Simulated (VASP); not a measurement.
Runs of VASP 6.6.1 on Nb. The structure is that of space group P6/mmm (No. 191), or close to it. The cells are those of the table. 

```tsv
cell	gap on the mesh (eV)	pressure (GPa)
a = 2.350, b = 2.350, c = 2.227 Å, angles 90.0, 90.0, 120.0°, 1 atom	none	268.6
a = 2.605, b = 2.605, c = 2.470 Å, angles 90.0, 90.0, 120.0°, 1 atom	none	71.3
a = 2.715, b = 2.715, c = 2.578 Å, angles 90.0, 90.0, 120.0°, 1 atom	none	(b)
a = 2.485, b = 2.485, c = 2.353 Å, angles 90.0, 90.0, 120.0°, 1 atom	none	141.4
a = 2.817, b = 2.817, c = 2.677 Å, angles 90.0, 90.0, 120.0°, 1 atom	none	7.9
a = 2.204, b = 2.204, c = 2.072 Å, angles 90.0, 90.0, 120.0°, 1 atom	none	(a)
```

Alike in all rows: task single point; level PBE; potentials or basis VASP PAW PBE potentials, release 64 (Nb_sv); no spin polarisation; k mesh 15 × 15 × 14; cutoff (eV) 520; smearing fermi-dirac 0.05 eV.

Fill in the values left out.

(a) 540.0; (b) 31.6.

A k mesh can miss the band edges, and the runs leave out spin-orbit coupling on Nb.

A gap of «none» marks levels without a gap at the run's occupations.
